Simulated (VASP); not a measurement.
**Ti: single point with r2SCAN**

The system is Ti.

```
Ti
1.0
     2.93580    0.00000    0.00000
    -1.46790    2.54247    0.00000
     0.00000    0.00000    4.63619
Ti
2
Direct
  0.33333 0.66667 0.25000
  0.66667 0.33333 0.75000
```

```json
{
 "Program": "VASP 6.6.1",
 "Task": "single point",
 "Functional": "r2SCAN",
 "Potentials or basis": "VASP PAW PBE potentials, release 64 (Ti_sv)",
 "Cutoff": "520 eV",
 "k mesh": "12 × 12 × 8",
 "Occupations": "gaussian, width 0.15 eV",
 "Spin": "no spin polarisation"
}
```

| Item | Value |
| --- | --- |
| Pressure | 0.4 GPa |
| Band gap on the k mesh | zero (bands 12 and 13 overlap by 1.21 eV) |

Levels at points of the mesh, in eV from the Fermi level:
| k point | band 10 | band 11 | band 12 | band 13 | band 14 | band 15 |
| --- | --- | --- | --- | --- | --- | --- |
| (0.00, 0.00, 0.00) | -2.88 | 0.59 | 0.86 | 0.86 | 0.98 | 1.39 |
| (0.50, 0.00, 0.00) | -2.31 | -1.95 | -0.86 | 0.59 | 0.70 | 1.27 |
| (0.00, 0.00, 0.50) | -4.69 | 0.07 | 0.07 | 0.77 | 0.77 | 0.77 |
| (0.50, 0.00, 0.50) | -2.70 | -0.88 | -0.88 | 1.24 | 1.24 | 1.90 |

Wall time 3.6 min on 1 thread of Intel(R) Xeon(R) Platinum 8259CL CPU @ 2.50GHz (Skylake/Cascade Lake), with other jobs on the host, peak memory 0.19 GiB.

Caveat: the PAW data sets were made with another functional, which shifts forces and pressure a little.
